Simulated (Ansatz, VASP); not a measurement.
**PbF2: VASP beside Ansatz**

```
CELL_PARAMETERS angstrom
0.00000 2.99987 2.99987
2.99987 0.00000 2.99987
2.99987 2.99987 0.00000
ATOMIC_POSITIONS crystal
Pb 0.00000 0.00000 0.00000
F 0.75000 0.75000 0.75000
F 0.25000 0.25000 0.25000
```

Alike in both runs: task single point; functional PBE; k mesh 6 × 6 × 6; occupations gaussian, width 0.02 eV; no spin polarisation.

|  | VASP | Ansatz |
| --- | --- | --- |
| version | VASP 6.6.1 | Ansatz 0.2.0 |
| potentials or method | VASP PAW PBE potentials, release 64 (Pb_d, F), cutoff 520 eV | scalar-relativistic, plane waves, PAW |
| valence electrons in the cell | 28 | 28 |

```tsv
	VASP	Ansatz	Ansatz less VASP
gap on the k mesh at the Fermi level (eV)	4.43	4.43	+0.006
least direct gap on the mesh (eV)	4.56	4.56	+0.002
pressure (GPa)	-0.2	0.0	+0.21
```

Spin-orbit coupling is off throughout.
